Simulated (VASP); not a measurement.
Here is a VASP 6.6.1 calculation.

File INCAR:

```
PREC     = Accurate       # precision mode
ENCUT    = 600            # plane-wave cutoff, eV
EDIFF    = 1E-7           # SCF threshold, eV
ISMEAR   = -1             # smearing method
SIGMA    = 0.05           # smearing width, eV
LREAL    = F              # projectors in reciprocal space
LASPH    = T              # aspherical terms in the spheres
NELM     = 100            # most SCF steps
ALGO     = Normal         # electronic algorithm
ISIF     = 3              # what is computed and relaxed
LWAVE    = F              # write WAVECAR
LCHARG   = F              # write CHGCAR
GGA      = PS             # functional
IBRION   = 2              # ionic algorithm
NSW      = 80             # ionic steps
EDIFFG   = -0.005         # ionic threshold
PSTRESS  = 300.0
```

File KPOINTS:

```
Automatic mesh
0
Gamma
  10 10 6
```

Contents of POSCAR:

```
Ti
1.0
    2.9500000000      0.0000000000      0.0000000000
   -1.4750000000      2.5547749412      0.0000000000
    0.0000000000      0.0000000000      4.6800000000
Ti
2
Direct
    0.6666666667      0.3333333333      0.7500000000
    0.3333333333      0.6666666667      0.2500000000
```

Potentials or basis: VASP PAW PBE potentials, release 64 (Ti_sv).

The run is started by

```bash
$ cat potpaw_PBE.64/Ti_sv/POTCAR > POTCAR
$ mpirun -np 1 vasp_std > vasp.out
```

(1) What does it give for the band gap on the k mesh?

(2) Predict the relaxed volume.

(3) What does it give for the relaxed cell?

Results:

(1) zero (band 12 reaches 11.69 eV, above the bottom of band 13 at 10.59 eV).

(2) 13.84 Å³/atom.

(3) a = 2.717 Å, b = 2.717 Å, c = 4.330 Å, α = 90.00°, β = 90.00°, γ = 120.00°.

Caveat: the cell is relaxed towards a set pressure, so the enthalpy falls and the energy may rise; the volume moved by over 15 % at a fixed basis, so the end points are rough; the PAW data sets were made with another functional, which shifts forces and pressure a little.
